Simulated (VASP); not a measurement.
A run of VASP 6.6.1 is set up as follows.

File INCAR:

```
SYSTEM = Ca
PREC = Accurate ; ENCUT = 520
EDIFF = 1E-6 ; ISMEAR = -1
SIGMA = 0.05 ; LREAL = .FALSE.
LASPH = .TRUE. ; NELM = 100
ALGO = Normal ; ISIF = 2
LWAVE = .FALSE. ; LCHARG = .TRUE.
GGA = PS ; LELF = .TRUE.
LVHAR = .TRUE. ; NBANDS = 17
```

The input KPOINTS:

```
Automatic mesh
0
G
  8 8 4
  0 0 0
```

POSCAR

```
Ca
1.0
    3.8454900716      0.0000000000      0.0000000000
   -1.9227450358      3.3302920920      0.0000000000
    0.0000000000      0.0000000000      6.3718245024
Ca
2
Direct
    0.6666666667      0.3333333333      0.7500000000
    0.3333333333      0.6666666667      0.2500000000
```

Potentials or basis: VASP PAW PBE potentials, release 64 (Ca_sv).

Command:

```sh
$ cat potpaw_PBE.64/Ca_sv/POTCAR > POTCAR
$ mpirun -np 1 vasp_std > vasp.out
```

Q: What does it give for the pressure?

A: 0.0 GPa.

Q: What does it give for the band gap on the k mesh?

A: Zero (bands 10 and 11 overlap by 0.48 eV).

Caveat: the PAW data sets were made with another functional, which shifts forces and pressure a little.
